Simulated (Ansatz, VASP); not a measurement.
## Two plane-wave programs on Ge

INCAR

```
ALGO = Normal ; EDIFF = 1E-6
ENCUT = 520 ; GGA = PS
ISIF = 2 ; ISMEAR = 0
LASPH = T ; LCHARG = T
LELF = T ; LREAL = F
LVHAR = T ; LWAVE = F
NBANDS = 21 ; NELM = 100
PREC = Accurate ; SIGMA = 0.15
```

File KPOINTS:

```
k-points
0
Gamma
  20 20 20
```

File POSCAR:

```
Ge
1.0
   -2.6131070648      2.6131070648      1.3974126432
    2.6131070648     -2.6131070648      1.3974126432
    2.6131070648      2.6131070648     -1.3974126432
Ge
2
Direct
    0.2500000000      0.7500000000      0.5000000000
    0.5000000000      0.5000000000      0.0000000000
```

Input for Ansatz:

```yaml
crystal:
  lattice:
    - [-2.6131070648, 2.6131070648, 1.3974126432]
    - [2.6131070648, -2.6131070648, 1.3974126432]
    - [2.6131070648, 2.6131070648, -1.3974126432]
  atoms:
    - { symbol: Ge, position: [0.25, 0.75, 0.5] }
    - { symbol: Ge, position: [0.5, 0.5, 0.0] }
basis:
  ecutwfc: 420
kpoints:
  mp_grid: { grid: [20, 20, 20] }
hamiltonian:
  xc: pbesol
scf:
  occupations: { method: gaussian, width: 0.15 }
output:
  forces: true
  stress: true
  eigenvalues: true
  write_density: true
  write_potential: true
  elf: true
  volumetric_format: npy
```

Change from the starting cell: strain +0.015 along x and y, +0.000 along z, atoms carried along.

Alike in both runs: task single point; functional PBEsol; k mesh 20 × 20 × 20; occupations gaussian, width 0.15 eV; no spin polarisation.

```csv
,VASP,Ansatz
version,VASP 6.6.1,Ansatz 0.2.0
potentials or method,"VASP PAW PBE potentials, release 64 (Ge_d), cutoff 520 eV","scalar-relativistic, plane waves, PAW"
valence electrons in the cell,28,28
```

|  | VASP | Ansatz | Ansatz less VASP |
| --- | --- | --- | --- |
| gap on the k mesh at the Fermi level (eV) | none | none | - |
| pressure (GPa) | -2.9 | -2.8 | +0.06 |
| traceless stress, the component that is largest in VASP (GPa) | 1.16 | 1.14 | -0.022 |

VASP's potentials were made for PBE, not for PBEsol. A gap of «none» marks a metal or a gap that the smearing closes. With one functional, cell and mesh, what is left measures potentials, basis and numerics.
